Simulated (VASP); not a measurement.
Set up this calculation in VASP 6.6.1, as the native input.

```yaml
Task: single point
Functional: LDA
Potentials_or_basis: VASP PAW LDA potentials, release 64 (La, Mg)
Cutoff: 520 eV
k_mesh: 5 × 5 × 5
Occupations: fermi-dirac, width 0.1 eV
Spin: no spin polarisation
Dipole_correction: no
Further_INCAR_settings: ALGO = Normal; EDIFF = 1e-07; NBANDS = 16
```

The structure of LaMg3 lies in POSCAR:

```
LaMg3
1.0
    4.8263130000      0.0000000000      0.0000000000
    0.0000000000      4.8263130000      0.0000000000
    0.0000000000      0.0000000000      4.8263130000
La Mg
1 3
Direct
    0.0000000000      0.0020719750      0.0000000000
    0.5000000000      0.5000000000      0.0000000000
    0.5000000000      0.0000000000      0.5000000000
    0.0000000000      0.5000000000      0.5000000000
```

The input as run:

INCAR

```
ALGO = Normal
EDIFF = 1E-7
ENCUT = 520
ISIF = 2
ISMEAR = -1
LASPH = True
LCHARG = True
LELF = True
LREAL = False
LVHAR = True
LWAVE = False
NBANDS = 16
NELM = 80
PREC = Accurate
SIGMA = 0.1
```

KPOINTS

```
k-points
0
Gamma
  5 5 5
```

Potentials or basis: VASP PAW LDA potentials, release 64 (La, Mg).

Launch:

```console
$ cat potpaw_LDA.64/La/POTCAR potpaw_LDA.64/Mg/POTCAR > POTCAR
$ mpirun -np 1 vasp_std > vasp.out
```

Results of the run:

```json
{
  "Pressure": "-2.5 GPa",
  "Largest force": "0.045 eV/Å"
}
```

Run time: 68 s on 1 thread of AMD EPYC 7R13, with other jobs on the host, peak memory 0.16 GiB.
